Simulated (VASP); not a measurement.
# TbBeC (P-6m2) in VASP: relaxation of cell and atoms with PBE

Aim: the relaxation of cell and atoms of TbBeC with PBE.

Everything below comes from runs of VASP 6.6.1. Logs are shortened: lines on timing, memory, paths and dates and some standing lists are left out, and cuts for length are marked.

### Step 1. The cell of the first run

It takes space group P-6m2 (No. 187, hexagonal). Conventional cell: a = 3.364 Å, b = 3.364 Å, c = 3.824 Å, α = 90.00°, β = 90.00°, γ = 120.00°. Within 3.6 Å of Tb (site symmetry -6m2) lie 6 Be at 2.73 Å and 6 C at 2.73 Å and 6 Tb at 3.36 Å. Be (site symmetry -6m2) has 3 C at 1.94 Å within 2.6 Å. Within 2.6 Å of C (site symmetry -6m2) lie 3 Be at 1.94 Å.

### Step 2. Relaxation of cell and atoms, PBE

Contents of INCAR:

```
PREC = Accurate
ENCUT = 600
EDIFF = 1E-7
ISMEAR = -1
SIGMA = 0.15
LREAL = False
LASPH = True
NELM = 200
ALGO = Normal
ISIF = 3
LWAVE = False
LCHARG = False
GGA = PE
IBRION = 2
NSW = 80
EDIFFG = -0.001
GGA_COMPAT = False
NELMIN = 4
LMAXMIX = 6
```

Contents of KPOINTS:

```
regular mesh
0
Gamma
  18 18 12
```

Contents of POSCAR:

```
TbBeC
1.0
    3.3638751743      0.0000000000      0.0000000000
   -1.6819375871      2.9132013561      0.0000000000
    0.0000000000      0.0000000000      3.8244879128
Tb Be C
1 1 1
Direct
    0.6666666667      0.3333333333      0.0000000000
    0.0000000000      0.0000000000      0.5000000000
    0.3333333333      0.6666666667      0.5000000000
```

Potentials or basis: VASP PAW PBE potentials, release 64 (Tb_3, Be, C), 4f in core.

Started as:

```bash
> cat potpaw_PBE.64/Tb_3/POTCAR potpaw_PBE.64/Be/POTCAR potpaw_PBE.64/C/POTCAR > POTCAR
> mpirun -np 1 vasp_std > vasp.out
```

OUTCAR:

```text
PREC = Accurate
   ENCUT = 600
   EDIFF = 1E-7
   ISMEAR = -1
   LREAL = False
   LASPH = True
   NELM = 200
   ISIF = 3
   GGA = PE
   IBRION = 2
   NSW = 80
   EDIFFG = -0.001
   NELMIN = 4

 ion  position               nearest neighbor table
   1  0.667  0.333  0.000-   2 2.73   2 2.73   3 2.73   3 2.73   3 2.73   3 2.73   2 2.73   2 2.73
                             2 2.73   2 2.73   3 2.73   3 2.73
   2  0.000  0.000  0.500-   3 1.94   3 1.94   3 1.94   1 2.73   1 2.73   1 2.73   1 2.73   1 2.73
                             1 2.73
   3  0.333  0.667  0.500-   2 1.94   2 1.94   2 1.94   1 2.73   1 2.73   1 2.73   1 2.73   1 2.73
                             1 2.73

  LATTYP: Found a hexagonal cell.
 ALAT       =     3.3638751743
 C/A-ratio  =     1.1369292006

  Lattice vectors:

 A1 = (   3.3638751743,   0.0000000000,   0.0000000000)
 A2 = (  -1.6819375871,   2.9132013561,   0.0000000000)
 A3 = (   0.0000000000,   0.0000000000,   3.8244879128)

Analysis of symmetry for initial positions (statically):
=====================================================================
 Subroutine PRICEL returns:
 Original cell was already a primitive cell.

 Routine SETGRP: Setting up the symmetry group for a
 hexagonal supercell.

 Subroutine GETGRP returns: Found 12 space group operations
 (whereof 12 operations were pure point group operations)
 out of a pool of 24 trial point group operations.

The static configuration has the point symmetry D_3h.

Analysis of symmetry for dynamics (positions and initial velocities):
=====================================================================
 Subroutine PRICEL returns:
 Original cell was already a primitive cell.

 Routine SETGRP: Setting up the symmetry group for a
 hexagonal supercell.

 Subroutine GETGRP returns: Found 12 space group operations
 (whereof 12 operations were pure point group operations)
 out of a pool of 24 trial point group operations.

The dynamic configuration has the point symmetry D_3h.

 Subroutine INISYM returns: Found 12 space group operations
 (whereof 12 operations are pure point group operations),
 and found     1 'primitive' translations

----------------------------------------------------------------------------------------

                                     Primitive cell

  volume of cell :      37.4786

  direct lattice vectors                    reciprocal lattice vectors
     3.363875174  0.000000000  0.000000000     0.297276191  0.171632489  0.000000000
    -1.681937587  2.913201356  0.000000000     0.000000000  0.343264978  0.000000000
     0.000000000  0.000000000  3.824487913     0.000000000  0.000000000  0.261472914

  length of vectors
     3.363875174  3.363875174  3.824487913     0.343264978  0.343264978  0.261472914

  position of ions in fractional coordinates (direct lattice)
     0.666666667  0.333333333  0.000000000
     0.000000000  0.000000000  0.500000000
     0.333333333  0.666666667  0.500000000

  ion indices of the primitive-cell ions
   primitive index   ion index
                 1           1
                 2           2
                 3           3

----------------------------------------------------------------------------------------

 KPOINTS: regular mesh

Automatic generation of k-mesh.
 Grid dimensions read from file:
 generate k-points for:   18   18   12

 Generating k-lattice:

  Cartesian coordinates                     Fractional coordinates (reciprocal lattice)
     0.016515344  0.009535138  0.000000000     0.055555556  0.000000000  0.000000000
     0.000000000  0.019070277  0.000000000     0.000000000  0.055555556  0.000000000
     0.000000000  0.000000000  0.021789410     0.000000000  0.000000000  0.083333333

  Length of vectors
     0.019070277  0.019070277  0.021789410

  Shift w.r.t. Gamma in fractional coordinates (k-lattice)
     0.000000000  0.000000000  0.000000000

 Subroutine IBZKPT returns following result:
 ===========================================

 Found    259 irreducible k-points:

 Following reciprocal coordinates:
            Coordinates               Weight
  0.000000  0.000000  0.000000      1.000000
  0.055556  0.000000  0.000000      6.000000
  0.111111  0.000000  0.000000      6.000000
  0.166667  0.000000  0.000000      6.000000
  0.222222 -0.000000  0.000000      6.000000
  0.277778  0.000000  0.000000      6.000000
[... 16 lines left out ...]
  0.333333  0.111111  0.000000     12.000000
  0.388889  0.111111  0.000000     12.000000
 [... further k-points ...]
   k-points           NKPTS =    259   k-points in BZ     NKDIM =    259   number of bands    NBANDS=     11
   number of dos      NEDOS =    301   number of ions     NIONS =      3
   total plane-waves  NPLWV =  25088
   dimension x,y,z NGX =    28 NGY =   28 NGZ =   32
   dimension x,y,z NGXF=    56 NGYF=   56 NGZF=   64
   ions per type =               1   1   1
   NGX,Y,Z   is equivalent  to a cutoff of  13.84, 13.84, 13.91 a.u.
   NGXF,Y,Z  is equivalent  to a cutoff of  27.68, 27.68, 27.82 a.u.
 SYSTEM =  unknown system
   PREC   = accura    normal or accurate (medium, high low for compatibility)
   ISTART =      0    job   : 0-new  1-cont  2-samecut
   ICHARG =      2    charge: 1-file 2-atom 10-const
   ISPIN  =      1    spin polarized calculation?
   LNONCOLLINEAR =      F non collinear calculations
   LSORBIT =      F    spin-orbit coupling
   LASPH  =      T    aspherical Exc in radial PAW
   ENCUT  =  600.0 eV  44.10 Ry    6.64 a.u.   6.72  6.72  7.64*2*pi/ulx,y,z
   NELM   =    200;   NELMIN=  4; NELMDL= -5     # of ELM steps
   EDIFF  = 0.1E-06   stopping-criterion for ELM
   LREAL  =      F    real-space projection
   EDIFFG = -.1E-02   stopping-criterion for IOM
   NSW    =     80    number of steps for IOM
   IBRION =      2    ionic relax: 0-MD 1-quasi-New 2-CG
   NFREE  =      1    steps in history (QN), initial steepest desc. (CG)
   ISIF   =      3    stress and relaxation
   ISYM   =      2    0-nonsym 1-usesym 2-fastsym
   POTIM  = 0.5000    time-step for ionic-motion
   TEBEG  =    0.0;   TEEND  =   0.0 temperature during run
   PSTRESS=    0.0 pullay stress
   NELECT =      15.0000    total number of electrons
   NUPDOWN=      -1.0000    fix difference up-down
   EMIN   =  10.00;   EMAX   =-10.00  energy-range for DOS
   EFERMI =   0.00;   METHOD = LEGACY
   ISMEAR =    -1;   SIGMA  =   0.15  broadening in eV -4-tet -1-fermi 0-gaus
   EFERMI_NEDOS =   21; number of points for ismear=-14 and -15
   IALGO  =     38    algorithm
   IMIX   =      4    mixing-type and parameters
     AMIX     =   0.40;   BMIX     =  1.00
     AMIX_MAG =   1.60;   BMIX_MAG =  1.00
  volume/ion in A,a.u.               =      12.49        84.31
  Fermi-wavevector in a.u.,A,eV,Ry     =   1.206454  2.279867 19.803698  1.455531
  Thomas-Fermi vector in A             =   2.342121
   LORBIT       =      0    0 simple, 1 ext, 2 COOP (PROOUT), +10 PAW based schemes
   GGA     = PE    functional components
   LHFCALC =     F    Hartree Fock is set to
   AEXX    =    0.0000 exact exchange contribution
   IVDW    =     0    specifies the selected vdW correction
   LEPSILON=     F    determine dielectric tensor
   LRPA    =     F    only Hartree local field effects (RPA)
 conjugate gradient relaxation of ions
 non-spin polarized calculation
  energy-cutoff  :      600.00
  volume of cell :       37.48
 maximum number of plane-waves:      1270
 NGX is ok and might be reduce to    28
   NGX = 13   NGY = 13   NGZ = 15

--------------------------------------- Ionic step        1  -------------------------------------------

 number of electron      14.9999999 magnetization

 Free energy of the ion-electron system (eV)
  ---------------------------------------------------
  ext. energy  EPLUGINS =         0.00000000
  ---------------------------------------------------
  free energy    TOTEN  =       -18.28970546 eV

  energy without entropy =      -18.18372365  energy(sigma->0) =      -18.23671456

------------------------ aborting loop because EDIFF is reached ----------------------------------------

  FORCE on cell =-STRESS in cart. coord.  units (eV):
  Direction    XX          YY          ZZ          XY          YZ          ZX
  --------------------------------------------------------------------------------------
  -------------------------------------------------------------------------------------
  Total       -0.0039333     -0.0039333      0.0811647     -0.0000000      0.0000000      0.0000000
  in kB       -0.1681449     -0.1681449      3.4697167     -0.0000000      0.0000000      0.0000000
  external PRESSURE =       1.0444756 kB  Pullay stress =       0.0000000 kB
[... 170 lines left out ...]
  energy  without entropy=      -18.1836777179  energy(sigma->0) =      -18.23671792

--------------------------------------- Ionic step        6  -------------------------------------------

 number of electron      14.9999999 magnetization

 Free energy of the ion-electron system (eV)
  ---------------------------------------------------
  ext. energy  EPLUGINS =         0.00000000
  ---------------------------------------------------
  free energy    TOTEN  =       -18.28975868 eV

  energy without entropy =      -18.18369724  energy(sigma->0) =      -18.23672796

 E-fermi :   5.1816     XC(G=0): -11.4201

 val. band max:        5.1785870845   @ k =   0.3333   0.3333   0.2500
 cond. band min:       5.1887020168   @ k =   0.2778   0.0000   0.3333
 fundamental gap:      0.0101149323
 Fermi energy:         5.1816340954

 k-point     1 :       0.0000    0.0000    0.0000
  band No.  band energies     occupation
      1     -16.3161      2.00000
      2     -15.8237      2.00000
      3     -15.8237      2.00000
      4      -6.1493      2.00000
      5       4.0195      1.99914
      6       4.0195      1.99914
      7       4.0362      1.99903
      8       4.1349      1.99814
      9       8.6995      0.00000
     10       9.6739      0.00000
     11       9.6739      0.00000
[... 309 lines left out ...]
 k-point    24 :       0.3889    0.1111    0.0000
  band No.  band energies     occupation
      1     -16.8365      2.00000
      2     -16.1441      2.00000
      3     -16.1140      2.00000
      4      -4.2004      2.00000
      5       0.1489      2.00000
      6       2.9174      2.00000
      7       2.9442      2.00000
      8       5.3989      0.38045
      9       7.2504      0.00000
     10      10.0017      0.00000
     11      11.1356      0.00000

 [... further k-points ...]
[... 5 lines left out ...]
  --------------------------------------------------------------------------------------
  -------------------------------------------------------------------------------------
  Total       -0.0000986     -0.0000986     -0.0020863     -0.0000000     -0.0000000      0.0000000
  in kB       -0.0042102     -0.0042102     -0.0891238     -0.0000000     -0.0000000      0.0000000
  external PRESSURE =      -0.0325147 kB  Pullay stress =       0.0000000 kB
[... 18 lines left out ...]
  FREE ENERGIE OF THE ION-ELECTRON SYSTEM (eV)
  ---------------------------------------------------
  free  energy   TOTEN  =       -18.2897586777 eV

  energy  without entropy=      -18.1836972448  energy(sigma->0) =      -18.23672796

 reached required accuracy - stopping structural energy minimisation
```

Run time: 2 min. Hardware: 1 thread of Intel Xeon 6975P-C (Granite Rapids), shared host; peak memory 0.32 GiB.

What came out:

```
Free energy                           : -18.2898 eV
Relaxed volume                        : 12.50 Å³/atom
Relaxed cell                          : a = 3.363 Å, b = 3.363 Å, c = 3.830 Å, α = 90.00°, β = 90.00°, γ = 120.00°
Space group after relaxing (to 0.1 Å) : P-6m2 (No. 187)
Energy gained by relaxing             : 0.0 meV/atom
Ionic steps                           : 6
Pressure after relaxing               : 0.0 GPa
Band gap on the k mesh                : zero (an odd number of electrons rules out a gap without spin polarisation)
```

Final structure:
```xyz
3
Lattice="3.3628 0.0000 0.0000 -1.6814 2.9123 0.0000 0.0000 0.0000 3.8297" Properties=species:S:1:pos:R:3 pbc="T T T"
Tb    1.6814    0.9708    0.0000
Be    0.0000    0.0000    1.9148
C     0.0000    1.9415    1.9148
```

Caveat: spin-orbit coupling is left out, which moves the levels of the heavy elements; the 4f electrons are frozen in the core, so they carry no moment and show no levels. Spin polarisation is off, so any magnetic state and its effect on volume and gap are missing.
